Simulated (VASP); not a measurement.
# Pt (P6_3/mmc) in VASP: further runs

The runs below take Pt through single point, relaxation of cell and atoms, with BLYP+D3(BJ), LDA, PBEsol+D3(BJ).

Everything below comes from runs of VASP 6.6.1. Logs are shortened: lines on timing, memory, paths and dates and some standing lists are left out, and cuts for length are marked.

## 1. The cell of the first run

The structure is hexagonal, space group P6_3/mmc (No. 194). The conventional cell has a = 2.754 Å, b = 2.754 Å, c = 4.717 Å, α = 90.00°, β = 90.00°, γ = 120.00°. Pt (site symmetry -6m2) has 12 Pt at 2.75 to 2.84 Å within 3.6 Å.

This isn't the form of Pt at room conditions, which is fcc.

## 2. Single point, BLYP+D3(BJ)

INCAR reads:

```
SYSTEM = Pt
AGGAC = 1.0 ; AGGAX = 1.0
ALDAC = 0.0 ; ALDAX = 1.0
ALGO = Normal ; EDIFF = 1E-6
ENCUT = 520 ; GGA = B5
ISIF = 2 ; ISMEAR = -1
IVDW = 12 ; LASPH = .True.
LCHARG = .True. ; LELF = .True.
LREAL = .False. ; LVHAR = .True.
LWAVE = .False. ; NBANDS = 17
NELM = 60 ; PREC = Accurate
SIGMA = 0.1 ; VDW_A1 = 0.4298
VDW_A2 = 4.2359 ; VDW_S6 = 1.0
VDW_S8 = 2.6996
```

KPOINTS reads:

```
k-points
0
Gamma
  11 11 6
  0 0 0
```

POSCAR reads:

```
Pt
1.0
    2.7544543530      0.0000000000      0.0000000000
   -1.3772271765      2.3854274432      0.0000000000
    0.0000000000      0.0000000000      4.7167716191
Pt
2
Direct
    0.6666666667      0.3333333333      0.7500000000
    0.3333333333      0.6666666667      0.2500000000
```

Potentials or basis: VASP PAW PBE potentials, release 64 (Pt).

On the command line:

```console
cat potpaw_PBE.64/Pt/POTCAR > POTCAR
mpirun -np 1 vasp_std > vasp.out
```

OUTCAR:

```text
SYSTEM = Pt
   EDIFF = 1E-6
   ENCUT = 520
   GGA = B5
   ISIF = 2
   ISMEAR = -1
   IVDW = 12
   LASPH = .True.
   LREAL = .False.
   NELM = 60
   PREC = Accurate
 IVDW          = 12

 ion  position               nearest neighbor table
   1  0.667  0.333  0.750-   2 2.84   2 2.84   2 2.84   2 2.84   2 2.84   2 2.84
   2  0.333  0.667  0.250-   1 2.84   1 2.84   1 2.84   1 2.84   1 2.84   1 2.84

  LATTYP: Found a hexagonal cell.
 ALAT       =     2.7544543530
 C/A-ratio  =     1.7124159687

  Lattice vectors:

 A1 = (   2.7544543530,   0.0000000000,   0.0000000000)
 A2 = (  -1.3772271765,   2.3854274432,   0.0000000000)
 A3 = (   0.0000000000,   0.0000000000,   4.7167716191)

Analysis of symmetry for initial positions (statically):
=====================================================================
 Subroutine PRICEL returns:
 Original cell was already a primitive cell.

 Routine SETGRP: Setting up the symmetry group for a
 hexagonal supercell.

 Subroutine GETGRP returns: Found 24 space group operations
 (whereof 12 operations were pure point group operations)
 out of a pool of 24 trial point group operations.

The static configuration has the point symmetry D_3d.
 The point group associated with its full space group is D_6h.

Analysis of symmetry for dynamics (positions and initial velocities):
=====================================================================
 Subroutine PRICEL returns:
 Original cell was already a primitive cell.

 Routine SETGRP: Setting up the symmetry group for a
 hexagonal supercell.

 Subroutine GETGRP returns: Found 24 space group operations
 (whereof 12 operations were pure point group operations)
 out of a pool of 24 trial point group operations.

The dynamic configuration has the point symmetry D_3d.
 The point group associated with its full space group is D_6h.

 Subroutine INISYM returns: Found 24 space group operations
 (whereof 12 operations are pure point group operations),
 and found     1 'primitive' translations

----------------------------------------------------------------------------------------

                                     Primitive cell

  volume of cell :      30.9918

  direct lattice vectors                    reciprocal lattice vectors
     2.754454353  0.000000000  0.000000000     0.363048311  0.209606040  0.000000000
    -1.377227176  2.385427443  0.000000000     0.000000000  0.419212080  0.000000000
     0.000000000  0.000000000  4.716771619     0.000000000  0.000000000  0.212009417

  length of vectors
     2.754454353  2.754454353  4.716771619     0.419212080  0.419212080  0.212009417

  position of ions in fractional coordinates (direct lattice)
     0.666666667  0.333333333  0.750000000
     0.333333333  0.666666667  0.250000000

  ion indices of the primitive-cell ions
   primitive index   ion index
                 1           1
                 2           2

----------------------------------------------------------------------------------------

 KPOINTS: k-points

Automatic generation of k-mesh.
 Grid dimensions read from file:
 generate k-points for:   11   11    6

 Generating k-lattice:

  Cartesian coordinates                     Fractional coordinates (reciprocal lattice)
     0.033004392  0.019055095  0.000000000     0.090909091 -0.000000000  0.000000000
     0.000000000  0.038110189  0.000000000     0.000000000  0.090909091  0.000000000
     0.000000000  0.000000000  0.035334903     0.000000000  0.000000000  0.166666667

  Length of vectors
     0.038110189  0.038110189  0.035334903

  Shift w.r.t. Gamma in fractional coordinates (k-lattice)
     0.000000000  0.000000000  0.000000000

 Subroutine IBZKPT returns following result:
 ===========================================

 Found     64 irreducible k-points:

 Following reciprocal coordinates:
            Coordinates               Weight
  0.000000  0.000000  0.000000      1.000000
  0.090909  0.000000  0.000000      6.000000
  0.181818 -0.000000  0.000000      6.000000
  0.272727  0.000000  0.000000      6.000000
  0.363636  0.000000  0.000000      6.000000
  0.454545 -0.000000  0.000000      6.000000
[... 16 lines left out ...]
  0.090909  0.090909  0.166667     12.000000
  0.181818  0.090909  0.166667     24.000000
 [... further k-points ...]
   k-points           NKPTS =     64   k-points in BZ     NKDIM =     64   number of bands    NBANDS=     17
   number of dos      NEDOS =    301   number of ions     NIONS =      2
   total plane-waves  NPLWV =  14400
   dimension x,y,z NGX =    20 NGY =   20 NGZ =   36
   dimension x,y,z NGXF=    40 NGYF=   40 NGZF=   72
   ions per type =               2
   NGX,Y,Z   is equivalent  to a cutoff of  12.07, 12.07, 12.69 a.u.
   NGXF,Y,Z  is equivalent  to a cutoff of  24.14, 24.14, 25.38 a.u.
 SYSTEM =  Pt
   PREC   = accura    normal or accurate (medium, high low for compatibility)
   ISTART =      0    job   : 0-new  1-cont  2-samecut
   ICHARG =      2    charge: 1-file 2-atom 10-const
   ISPIN  =      1    spin polarized calculation?
   LNONCOLLINEAR =      F non collinear calculations
   LSORBIT =      F    spin-orbit coupling
   LASPH  =      T    aspherical Exc in radial PAW
   ENCUT  =  520.0 eV  38.22 Ry    6.18 a.u.   5.12  5.12  8.77*2*pi/ulx,y,z
   NELM   =     60;   NELMIN=  2; NELMDL= -5     # of ELM steps
   EDIFF  = 0.1E-05   stopping-criterion for ELM
   LREAL  =      F    real-space projection
   EDIFFG = 0.1E-04   stopping-criterion for IOM
   NSW    =      0    number of steps for IOM
   IBRION =     -1    ionic relax: 0-MD 1-quasi-New 2-CG
   NFREE  =      0    steps in history (QN), initial steepest desc. (CG)
   ISIF   =      2    stress and relaxation
   ISYM   =      2    0-nonsym 1-usesym 2-fastsym
   POTIM  = 0.5000    time-step for ionic-motion
   TEBEG  =    0.0;   TEEND  =   0.0 temperature during run
   PSTRESS=    0.0 pullay stress
   NELECT =      20.0000    total number of electrons
   NUPDOWN=      -1.0000    fix difference up-down
   EMIN   =  10.00;   EMAX   =-10.00  energy-range for DOS
   EFERMI =   0.00;   METHOD = LEGACY
   ISMEAR =    -1;   SIGMA  =   0.10  broadening in eV -4-tet -1-fermi 0-gaus
   EFERMI_NEDOS =   21; number of points for ismear=-14 and -15
   IALGO  =     38    algorithm
   IMIX   =      4    mixing-type and parameters
     AMIX     =   0.40;   BMIX     =  1.00
     AMIX_MAG =   1.60;   BMIX_MAG =  1.00
  volume/ion in A,a.u.               =      15.50       104.57
  Fermi-wavevector in a.u.,A,eV,Ry     =   1.414716  2.673426 27.230993  2.001422
  Thomas-Fermi vector in A             =   2.536229
   LORBIT       =      0    0 simple, 1 ext, 2 COOP (PROOUT), +10 PAW based schemes
   GGA     = B5    functional components
   LHFCALC =     F    Hartree Fock is set to
   AEXX    =    0.0000 exact exchange contribution
   IVDW    =    12    specifies the selected vdW correction
   LEPSILON=     F    determine dielectric tensor
   LRPA    =     F    only Hartree local field effects (RPA)
 non-spin polarized calculation
  energy-cutoff  :      520.00
  volume of cell :       30.99
 maximum number of plane-waves:       845
   NGX = 11   NGY = 11   NGZ = 17

 number of electron      19.9999998 magnetization

 Free energy of the ion-electron system (eV)
  ---------------------------------------------------
  ext. energy  EPLUGINS =         0.00000000
  ---------------------------------------------------
  free energy    TOTEN  =        -9.80651973 eV

  energy without entropy =       -9.68622893  energy(sigma->0) =       -9.74637433

 E-fermi :  11.3304     XC(G=0): -12.6325

 val. band max:       11.3250782023   @ k =   0.2727   0.0909   0.1667
 cond. band min:      11.3438064854   @ k =   0.3636   0.0000   0.0000
 fundamental gap:      0.0187282832
 Fermi energy:        11.3304162289

 k-point     1 :       0.0000    0.0000    0.0000
  band No.  band energies     occupation
      1       1.5762      2.00000
      2       4.1892      2.00000
      3       7.3443      2.00000
      4       7.8031      2.00000
      5       7.8031      2.00000
      6       8.1976      2.00000
[... 9 lines left out ...]
     16      28.8986      0.00000
     17      32.4150      0.00000

 k-point     2 :       0.0909    0.0000    0.0000
  band No.  band energies     occupation
      1       1.8765      2.00000
      2       4.4597      2.00000
      3       7.2643      2.00000
      4       7.8431      2.00000
      5       8.0348      2.00000
      6       8.0691      2.00000
[... 9 lines left out ...]
     16      29.2115      0.00000
     17      31.0105      0.00000

 k-point     3 :       0.1818   -0.0000    0.0000
  band No.  band energies     occupation
      1       2.7102      2.00000
      2       5.1003      2.00000
      3       7.0173      2.00000
      4       7.6446      2.00000
      5       7.7623      2.00000
      6       8.3629      2.00000
[... 9 lines left out ...]
     16      28.9747      0.00000
     17      29.3733      0.00000

 k-point     4 :       0.2727    0.0000    0.0000
  band No.  band energies     occupation
      1       3.8121      2.00000
      2       5.3752      2.00000
      3       6.6930      2.00000
      4       7.2345      2.00000
      5       7.4883      2.00000
      6       8.4855      2.00000
[... 9 lines left out ...]
     16      27.4109      0.00000
     17      29.6563      0.00000
[... 343 lines left out ...]
      1       4.6385      2.00000
      2       4.8962      2.00000
      3       5.9279      2.00000
      4       6.9471      2.00000
      5       8.1870      2.00000
      6       8.4583      2.00000
[... 9 lines left out ...]
     16      24.0790      0.00000
     17      25.5399      0.00000

 k-point    23 :       0.0909    0.0909    0.1667
  band No.  band energies     occupation
      1       2.6792      2.00000
      2       4.9515      2.00000
      3       7.0791      2.00000
      4       7.4755      2.00000
      5       7.6945      2.00000
      6       8.2481      2.00000
[... 9 lines left out ...]
     16      28.6763      0.00000
     17      29.1909      0.00000

 k-point    24 :       0.1818    0.0909    0.1667
  band No.  band energies     occupation
      1       3.6458      2.00000
      2       5.6204      2.00000
      3       6.7597      2.00000
      4       6.8922      2.00000
      5       7.4850      2.00000
      6       8.0663      2.00000
[... 9 lines left out ...]
     16      28.1842      0.00000
     17      29.0947      0.00000

 [... further k-points ...]

------------------------ aborting loop because EDIFF is reached ----------------------------------------

 Edisp (eV)   -3.52897

 E8    (eV) :    -2.6528

  FORCE on cell =-STRESS in cart. coord.  units (eV):
  Direction    XX          YY          ZZ          XY          YZ          ZX
  --------------------------------------------------------------------------------------
  -------------------------------------------------------------------------------------
  Total       0.29670     0.29670     0.20785     0.00000    -0.00000     0.00000
  in kB      15.33844    15.33844    10.74498     0.00000    -0.00000     0.00000
  external pressure =       13.81 kB  Pullay stress =        0.00 kB

 VOLUME and BASIS-vectors are now :
 -----------------------------------------------------------------------------
  energy-cutoff  :      520.00
  volume of cell :       30.99
      direct lattice vectors                 reciprocal lattice vectors
     2.754454353  0.000000000  0.000000000     0.363048311  0.209606040  0.000000000
    -1.377227176  2.385427443  0.000000000     0.000000000  0.419212080  0.000000000
     0.000000000  0.000000000  4.716771619     0.000000000  0.000000000  0.212009417

 POSITION                                       TOTAL-FORCE (eV/Angst)
 -----------------------------------------------------------------------------------
      1.37723      0.79514      3.53758         0.000000      0.000000      0.000000
     -0.00000      1.59028      1.17919        -0.000000      0.000000      0.000000
 -----------------------------------------------------------------------------------
    total drift:                               -0.000000      0.000000     -0.000000

  FREE ENERGIE OF THE ION-ELECTRON SYSTEM (eV)
  ---------------------------------------------------
  free  energy   TOTEN  =       -13.3354908539 eV

  energy  without entropy=      -13.2152000556  energy(sigma->0) =      -13.27534545
```

Wall time 45 s (1 thread of AMD EPYC 7R13, shared host); peak memory 0.14 GiB.

What came out:

```yaml
Free_energy: -13.3355 eV
Pressure: 1.4 GPa
Band_gap_on_the_k_mesh: zero (bands 10 and 11 overlap by 1.23 eV)
Dispersion_energy_per_atom: -1.764 eV
```

Caveat: the PAW data sets were made with another functional, which shifts forces and pressure a little; spin-orbit coupling is left out, which moves the levels of the heavy elements.

## 3. Relaxation of cell and atoms, LDA

This run uses another cell than the first one, of 15.81 Å³/atom.

INCAR reads:

```
SYSTEM = Pt
ALGO = Normal ; EDIFF = 1E-7
EDIFFG = -0.01 ; ENCUT = 600
IBRION = 2 ; ISIF = 3
ISMEAR = -1 ; LASPH = .TRUE.
LCHARG = .FALSE. ; LREAL = .FALSE.
LWAVE = .FALSE. ; NELM = 100
NSW = 80 ; PREC = Accurate
SIGMA = 0.1
```

KPOINTS reads:

```
k-points
0
G
  11 11 6
  0 0 0
```

POSCAR reads:

```
Pt
1.0
    2.7606660000      0.0000000000      0.0000000000
   -1.3803330000      2.3908070000      0.0000000000
    0.0000000000      0.0000000000      4.7921340000
Pt
2
Direct
    0.6666666667      0.3333333333      0.7500000000
    0.3333333333      0.6666666667      0.2500000000
```

Potentials or basis: VASP PAW LDA potentials, release 64 (Pt).

On the command line:

```console
cat potpaw_LDA.64/Pt/POTCAR > POTCAR
mpirun -np 1 vasp_std > vasp.out
```

Run time: 4.4 min. Hardware: 1 thread of AMD EPYC 7R13, shared host; peak memory 0.14 GiB.

The run converged. Its results:

```yaml
Free_energy: -14.9331 eV
Relaxed_volume: 14.91 Å³/atom
Relaxed_cell: a = 2.723 Å, b = 2.723 Å, c = 4.643 Å, α = 90.00°, β = 90.00°, γ = 120.00°
Space_group_after_relaxing_to_0.1_Å: P6_3/mmc (No. 194)
Energy_gained_by_relaxing: 45.0 meV/atom
Ionic_steps: 10
Pressure_after_relaxing: 0.0 GPa
Band_gap_on_the_k_mesh: zero (bands 10 and 11 overlap by 1.30 eV)
```

Step by step:
```csv
step,energy change (eV),largest force (eV/Å),pressure (GPa),volume (Å³)
1,0.0000,0.0000,-14.64,31.63
2,0.7479,0.0000,72.25,25.47
3,-0.0862,0.0000,-0.94,29.96
4,-0.0865,0.0000,-0.16,29.88
5,-0.0865,0.0000,0.18,29.84
6,-0.0900,0.0000,0.23,29.81
7,-0.0900,0.0000,0.23,29.80
8,-0.0900,0.0000,0.23,29.80
9,-0.0899,0.0000,-0.56,29.88
10,-0.0900,0.0000,0.00,29.82
```

Final structure:
```xyz
2
Lattice="2.7233 0.0000 0.0000 -1.3617 2.3585 0.0000 0.0000 0.0000 4.6434" Properties=species:S:1:pos:R:3 pbc="T T T"
Pt    1.3617    0.7862    3.4825
Pt    0.0000    1.5723    1.1608
```

Levels at points of the mesh, in eV from the Fermi level:
| k point | band 7 | band 8 | band 9 | band 10 | band 11 | band 12 | band 13 | band 14 |
| --- | --- | --- | --- | --- | --- | --- | --- | --- |
| (0.00, 0.00, 0.00) | -3.32 | -2.13 | -2.13 | -0.87 | -0.26 | -0.26 | 5.27 | 14.90 |
| (0.00, 0.00, 0.50) | -3.77 | -3.77 | -0.90 | -0.90 | -0.90 | -0.90 | 12.67 | 12.67 |

Caveat: spin-orbit coupling is left out, which moves the levels of the heavy elements.

(Continued in part 2 of 2.)
